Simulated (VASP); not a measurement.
Cs2Au:

```
Cs Au
1.0
     5.33161    0.00000    0.00000
    -2.66580    4.61731    0.00000
     0.00000    0.00000   10.65177
Cs Au
2 1
Direct
  0.33333 0.66667 0.27934
  0.66667 0.33333 0.72066
  0.00000 0.00000 0.00000
```

The cell was generated, and may not be a known phase.

- Program: VASP 6.6.1
- Task: relaxation of cell and atoms
- Functional: PBE
- Potentials or basis: VASP PAW PBE potentials, release 64 (Cs_sv, Au)
- Cutoff: 600 eV
- k mesh: 6 × 6 × 2
- Occupations: gaussian, width 0.1 eV
- Spin: no spin polarisation

At the start: pressure -0.8 GPa; volume 87.41 Å³/atom.

Task: Where does the relaxation end?

Result: Over 18 steps the energy falls by 189.2 meV/atom and the volume is 72.21 Å³/atom (-17.4 %); space group P-3m1 (No. 164, to 0.1 Å) before and after.

Step by step:
```tsv
step	energy change (eV)	largest force (eV/Å)	pressure (GPa)	volume (Å³)
1	0.0000	0.5218	-0.80	262.22
2	-0.1566	0.5076	-0.70	245.85
3	-0.3615	0.4611	-0.37	216.72
4	-0.3771	0.1358	1.17	162.81
5	-0.4258	0.3968	0.16	187.82
6	-0.4277	0.3749	0.24	183.87
7	-0.4273	0.3446	0.35	179.85
8	-0.4598	0.2943	0.27	183.58
9	-0.5206	0.1648	0.08	194.87
10	-0.5095	0.0248	-0.23	217.98
11	-0.5346	0.0741	-0.07	204.93
12	-0.5435	0.0291	0.04	202.84
13	-0.5474	0.0251	0.19	200.42
14	-0.5537	0.0262	0.16	203.31
15	-0.5657	0.0330	0.06	211.82
16	-0.5552	0.0283	-0.11	228.13
17	-0.5670	0.0411	0.01	216.43
18	-0.5677	0.0310	0.00	216.64
```

Final structure:
```xyz
3
Lattice="5.3222 0.0000 0.0000 -2.6611 4.6092 0.0000 0.0000 0.0000 8.8313" Properties=species:S:1:pos:R:3 pbc="T T T"
Cs    0.0000    3.0728    1.9476
Cs    2.6611    1.5364    6.8837
Au    2.6611    4.6092    0.0000
```

Caveat: the volume moved by over 15 % at a fixed basis, so the end points are rough.
